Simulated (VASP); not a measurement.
Input of a VASP 6.6.1 run:

INCAR

```
PREC     = Accurate       # precision mode
ENCUT    = 520            # plane-wave cutoff, eV
EDIFF    = 1E-6           # SCF threshold, eV
ISMEAR   = 0              # smearing method
SIGMA    = 0.01           # smearing width, eV
LREAL    = F              # projectors in reciprocal space
LASPH    = T              # aspherical terms in the spheres
NELM     = 80             # most SCF steps
ALGO     = Normal         # electronic algorithm
ISIF     = 2              # what is computed and relaxed
LWAVE    = F              # write WAVECAR
LCHARG   = F              # write CHGCAR
GGA      = PE             # functional
NBANDS   = 20             # bands
```

Contents of KPOINTS:

```
Automatic mesh
0
Gamma
  6 6 6
```

POSCAR

```
SnO2
1.0
    0.0000000000      2.5334667554      2.5334667554
    2.5334667554      0.0000000000      2.5334667554
    2.5334667554      2.5334667554      0.0000000000
Sn O
1 2
Direct
    0.0000000000      0.0000000000      0.0000000000
    0.2500000000      0.2500000000      0.2500000000
    0.7500000000      0.7500000000      0.7500000000
```

Potentials or basis: VASP PAW PBE potentials, release 64 (Sn_d, O).

Launch:

```bash
$ cat potpaw_PBE.64/Sn_d/POTCAR potpaw_PBE.64/O/POTCAR > POTCAR
$ mpirun -np 1 vasp_std > vasp.out
```

What does it give for the pressure?

10.0 GPa.

What does it give for the band gap on the k mesh?

0.30 eV, indirect (least direct gap 1.68 eV).

Caveat: spin-orbit coupling is left out, which moves the levels of the heavy elements. A k mesh can miss the band edges.
